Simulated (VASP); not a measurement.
# LaMg2Pb2 in VASP: single point with PBE

Aim: the single point of LaMg2Pb2 with PBE.

Everything below comes from runs of VASP 6.6.1. Logs are shortened: lines on timing, memory, paths and dates and some standing lists are left out, and cuts for length are marked.

**1. The cell of the first run**

The typed cell holds 5 atoms: a = 4.751 Å, b = 4.751 Å, c = 7.696 Å, α = 90.00°, β = 90.00°, γ = 120.00°.

**2. Single point, PBE**

INCAR reads:

```
  PREC = Accurate
  ENCUT = 520
  EDIFF = 1E-6
  ISMEAR = -1
  SIGMA = 0.015
  LREAL = False
  LASPH = True
  NELM = 80
  ALGO = Normal
  ISIF = 2
  LWAVE = False
  LCHARG = False
  GGA = PE
  NBANDS = 30
```

KPOINTS reads:

```
Automatic mesh
0
Gamma
  8 8 5
```

POSCAR reads:

```
LaMg2Pb2
1.0
    4.7513240000      0.0000000000      0.0000000000
   -2.3756620000      4.1147690000      0.0000000000
    0.0000000000      0.0000000000      7.6961060000
La Mg Pb
1 2 2
Direct
    0.0000000000      0.0000000000      0.0000000000
    0.3333000000      0.6667000000      0.6301000000
    0.6667000000      0.3333000000      0.3699000000
    0.3333000000      0.6667000000      0.2413000000
    0.6667000000      0.3333000000      0.7587000000
```

Potentials or basis: VASP PAW PBE potentials, release 64 (La, Mg, Pb_d).

Command:

```
cat potpaw_PBE.64/La/POTCAR potpaw_PBE.64/Mg/POTCAR potpaw_PBE.64/Pb_d/POTCAR > POTCAR
mpirun -np 1 vasp_std > vasp.out
```

OUTCAR:

```text
PREC = Accurate
   ENCUT = 520
   EDIFF = 1E-6
   ISMEAR = -1
   LREAL = False
   LASPH = True
   NELM = 80
   ISIF = 2
   GGA = PE

 ion  position               nearest neighbor table
   1  0.000  0.000  0.000-   4 3.31   5 3.31   5 3.31   4 3.31   5 3.31   4 3.31
   2  0.333  0.667  0.630-   5 2.92   5 2.92   5 2.92   4 2.99   3 3.40   3 3.40   3 3.40
   3  0.667  0.333  0.370-   4 2.92   4 2.92   4 2.92   5 2.99   2 3.40   2 3.40   2 3.40
   4  0.333  0.667  0.241-   3 2.92   3 2.92   3 2.92   2 2.99   1 3.31   1 3.31   1 3.31
   5  0.667  0.333  0.759-   2 2.92   2 2.92   2 2.92   3 2.99   1 3.31   1 3.31   1 3.31

  LATTYP: Found a hexagonal cell.
 ALAT       =     4.7513240000
 C/A-ratio  =     1.6197813494

  Lattice vectors:

 A1 = (   4.7513240000,   0.0000000000,   0.0000000000)
 A2 = (  -2.3756620000,   4.1147690000,   0.0000000000)
 A3 = (   0.0000000000,   0.0000000000,   7.6961060000)

Analysis of symmetry for initial positions (statically):
=====================================================================
 Subroutine PRICEL returns:
 Original cell was already a primitive cell.

 Routine SETGRP: Setting up the symmetry group for a
 hexagonal supercell.

 Subroutine GETGRP returns: Found  4 space group operations
 (whereof  4 operations were pure point group operations)
 out of a pool of 24 trial point group operations.

The static configuration has the point symmetry C_2h.

Analysis of symmetry for dynamics (positions and initial velocities):
=====================================================================
 Subroutine PRICEL returns:
 Original cell was already a primitive cell.

 Routine SETGRP: Setting up the symmetry group for a
 hexagonal supercell.

 Subroutine GETGRP returns: Found  4 space group operations
 (whereof  4 operations were pure point group operations)
 out of a pool of 24 trial point group operations.

The dynamic configuration has the point symmetry C_2h.

 Subroutine INISYM returns: Found  4 space group operations
 (whereof  4 operations are pure point group operations),
 and found     1 'primitive' translations

----------------------------------------------------------------------------------------

                                     Primitive cell

  volume of cell :     150.4635

  direct lattice vectors                    reciprocal lattice vectors
[... 91 lines left out ...]
   ENCUT  =  520.0 eV  38.22 Ry    6.18 a.u.   8.83  8.83 14.31*2*pi/ulx,y,z
   NELM   =     80;   NELMIN=  2; NELMDL= -5     # of ELM steps
   EDIFF  = 0.1E-05   stopping-criterion for ELM
   LREAL  =      F    real-space projection
   EDIFFG = 0.1E-04   stopping-criterion for IOM
   NSW    =      0    number of steps for IOM
   IBRION =     -1    ionic relax: 0-MD 1-quasi-New 2-CG
   NFREE  =      0    steps in history (QN), initial steepest desc. (CG)
   ISIF   =      2    stress and relaxation
   ISYM   =      2    0-nonsym 1-usesym 2-fastsym
   POTIM  = 0.5000    time-step for ionic-motion
   TEBEG  =    0.0;   TEEND  =   0.0 temperature during run
   PSTRESS=    0.0 pullay stress
   NELECT =      43.0000    total number of electrons
   NUPDOWN=      -1.0000    fix difference up-down
   EMIN   =  10.00;   EMAX   =-10.00  energy-range for DOS
   EFERMI =   0.00;   METHOD = LEGACY
   ISMEAR =    -1;   SIGMA  =   0.01  broadening in eV -4-tet -1-fermi 0-gaus
   EFERMI_NEDOS =   21; number of points for ismear=-14 and -15
   IALGO  =     38    algorithm
   IMIX   =      4    mixing-type and parameters
     AMIX     =   0.40;   BMIX     =  1.00
     AMIX_MAG =   1.60;   BMIX_MAG =  1.00
  volume/ion in A,a.u.               =      30.09       203.08
  Fermi-wavevector in a.u.,A,eV,Ry     =   1.078336  2.037759 15.820958  1.162808
  Thomas-Fermi vector in A             =   2.214271
   LORBIT       =      0    0 simple, 1 ext, 2 COOP (PROOUT), +10 PAW based schemes
   GGA     = PE    functional components
   LHFCALC =     F    Hartree Fock is set to
   AEXX    =    0.0000 exact exchange contribution
   IVDW    =     0    specifies the selected vdW correction
   LEPSILON=     F    determine dielectric tensor
   LRPA    =     F    only Hartree local field effects (RPA)
 non-spin polarized calculation
  energy-cutoff  :      520.00
  volume of cell :      150.46
 maximum number of plane-waves:      4068
   NGX = 17   NGY = 17   NGZ = 29

 number of electron      43.0000011 magnetization

 Free energy of the ion-electron system (eV)
  ---------------------------------------------------
  ext. energy  EPLUGINS =         0.00000000
  ---------------------------------------------------
  free energy    TOTEN  =       -16.46119694 eV

  energy without entropy =      -16.45912529  energy(sigma->0) =      -16.46016112

 E-fermi :   4.9514     XC(G=0):  -9.1372

 val. band max:        4.9464009693   @ k =   0.0000   0.3750   0.2000
 cond. band min:       4.9585927560   @ k =  -0.2500   0.2500   0.0000
 fundamental gap:      0.0121917867
 Fermi energy:         4.9513702746

 k-point     1 :       0.0000    0.0000    0.0000
  band No.  band energies     occupation
      1     -27.8290      2.00000
      2     -11.7208      2.00000
      3     -11.7206      2.00000
      4     -11.6547      2.00000
      5     -11.1834      2.00000
      6     -11.1834      2.00000
[... 781 lines left out ...]
     29       6.9906      0.00000
     30       7.0372      0.00000

 [... further k-points ...]

------------------------ aborting loop because EDIFF is reached ----------------------------------------

  FORCE on cell =-STRESS in cart. coord.  units (eV):
  Direction    XX          YY          ZZ          XY          YZ          ZX
  --------------------------------------------------------------------------------------
  -------------------------------------------------------------------------------------
  Total        1.4145044      1.4175630      0.8041814      0.0026479      0.0005185     -0.0008982
  in kB       15.0620375     15.0946073      8.5631482      0.0281954      0.0055213     -0.0095638
  external PRESSURE =      12.9065977 kB  Pullay stress =       0.0000000 kB

 VOLUME and BASIS-vectors are now :
 -----------------------------------------------------------------------------
  energy-cutoff  :      520.00
  volume of cell :      150.46
      direct lattice vectors                 reciprocal lattice vectors
     4.751324000  0.000000000  0.000000000     0.210467651  0.121513504  0.000000000
    -2.375662000  4.114769000  0.000000000     0.000000000  0.243027008  0.000000000
     0.000000000  0.000000000  7.696106000     0.000000000  0.000000000  0.129935840

 POSITION                                       TOTAL-FORCE (eV/Angst)
 -----------------------------------------------------------------------------------
      0.00000      0.00000      0.00000        -0.000000      0.000000      0.000000
     -0.00024      2.74332      4.84932         0.001519     -0.000877      0.021803
      2.37590      1.37145      2.84679        -0.001519      0.000877     -0.021803
     -0.00024      2.74332      1.85707         0.001882     -0.001087     -0.127201
      2.37590      1.37145      5.83904        -0.001882      0.001087      0.127201
 -----------------------------------------------------------------------------------
    total drift:                                0.000000      0.000000      0.000000

  FREE ENERGIE OF THE ION-ELECTRON SYSTEM (eV)
  ---------------------------------------------------
  free  energy   TOTEN  =       -16.4611969393 eV

  energy  without entropy=      -16.4591252918  energy(sigma->0) =      -16.46016112
```

stdout:

```text
POSCAR found type information on POSCAR LaMgPb
 POSCAR found :  3 types and       5 ions
 scaLAPACK will be used
 LDA part: xc-table for (Slater+PW92), standard interpolation
 POSCAR, INCAR and KPOINTS ok, starting setup
 FFT: planning ... GRIDC
 FFT: planning ... GRID_SOFT
 FFT: planning ... GRID
 WAVECAR not read
 entering main loop
```

Run time: 6.9 min. Hardware: 1 thread of Intel Xeon Platinum 8375C at 2.90GHz (Ice Lake), shared host; peak memory 0.6 GiB.

Results:

* Free energy: -16.4612 eV
* Pressure: 1.3 GPa
* Largest force: 0.127 eV/Å
* Band gap on the k mesh: zero (an odd number of electrons rules out a gap without spin polarisation)

Forces in eV/Å, atoms in the order of the input:
```
La   0.000  0.000  0.000
Mg   0.002 -0.001  0.022
Mg  -0.002  0.001 -0.022
Pb   0.002 -0.001 -0.127
Pb  -0.002  0.001  0.127
```

Caveat: spin-orbit coupling is left out, which moves the levels of the heavy elements.
